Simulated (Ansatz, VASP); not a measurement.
## Two plane-wave programs on InAs

```
In As
1.0
     0.00000    3.04392    3.04392
     3.04392    0.00000    3.04392
     3.04392    3.04392    0.00000
In As
1 1
Direct
  0.00000 0.00000 0.00000
  0.75000 0.75000 0.75000
```

Alike in both runs: functional PBEsol; k mesh 12 × 12 × 12; occupations fermi-dirac, width 0.1 eV; no spin polarisation.

Ansatz relaxed the structure, and its values are those at the end. VASP's run is a single point on that final structure, the one shown.

```csv
,VASP,Ansatz
version,VASP 6.6.1,Ansatz 0.2.0
potentials or method,"VASP PAW PBE potentials, release 64 (In_d, As)","PAW with Ansatz's default frozen-core files, scalar-relativistic"
plane-wave cutoff (eV),520,420
valence electrons in the cell,18,28
```

|  | VASP | Ansatz | Ansatz less VASP |
| --- | --- | --- | --- |
| pressure (GPa) | 0.1 | 0.0 | -0.09 |

VASP's potentials were made for PBE, not for PBEsol. VASP's potentials hold 18 valence electrons a cell and Ansatz's 28, so a difference there can come from the potentials and not from the codes.
